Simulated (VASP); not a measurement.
**TiSnS4: single point with PBE**

Crystal: TiSnS4.

```
Ti Sn S
1.0
     3.57381    0.00000    0.00000
    -1.78690    3.09501    0.00000
     0.00000    0.00000   13.49308
Ti Sn S
1 1 4
Direct
  0.00000 0.00000 0.00000
  0.00000 0.00000 0.50000
  0.33333 0.66667 0.10014
  0.66667 0.33333 0.89986
  0.66667 0.33333 0.38720
  0.33333 0.66667 0.61280
```

* Program: VASP 6.6.1
* Task: single point
* Functional: PBE
* Potentials or basis: VASP PAW PBE potentials, release 64 (Ti_sv, Sn_d, S)
* Cutoff: 520 eV
* k mesh: 12 × 12 × 4
* Occupations: gaussian, width 0.02 eV
* Spin: no spin polarisation

The pressure is -0.1 GPa and the largest force is 0.009 eV/Å. The band gap on the k mesh is 0.50 eV, indirect (least direct gap 0.57 eV).

Forces in eV/Å, atoms in the order of the input:
```
Ti   0.000  0.000  0.000
Sn   0.000  0.000  0.000
S    0.000  0.000  0.009
S    0.000  0.000 -0.009
S    0.000  0.000  0.009
S    0.000  0.000 -0.009
```

Levels at points of the mesh, in eV from the valence-band top:
```
           k point  band 22  band 23  band 24  band 25  band 26  band 27  band 28  band 29
(0.00, 0.00, 0.00)    -0.41    -0.41     0.00     0.00     0.57     0.57     1.40     2.36
(0.50, 0.00, 0.00)    -1.40    -1.39    -1.18    -0.72     0.50     1.12     1.39     1.62
(0.00, 0.00, 0.50)    -0.41    -0.41     0.00     0.00     0.57     0.57     1.46     2.38
(0.50, 0.00, 0.50)    -1.46    -1.39    -1.15    -0.72     0.51     1.12     1.39     1.62
```

Wall time 3.4 min on 1 thread of Intel(R) Xeon(R) 6975P-C (Granite Rapids) (shared host), peak memory 0.49 GiB.

Caveat: spin-orbit coupling is left out, which moves the levels of the heavy elements; this functional lacks dispersion, which binds the layers, so the pressure and a relaxed spacing across them are unreliable. A k mesh can miss the band edges.
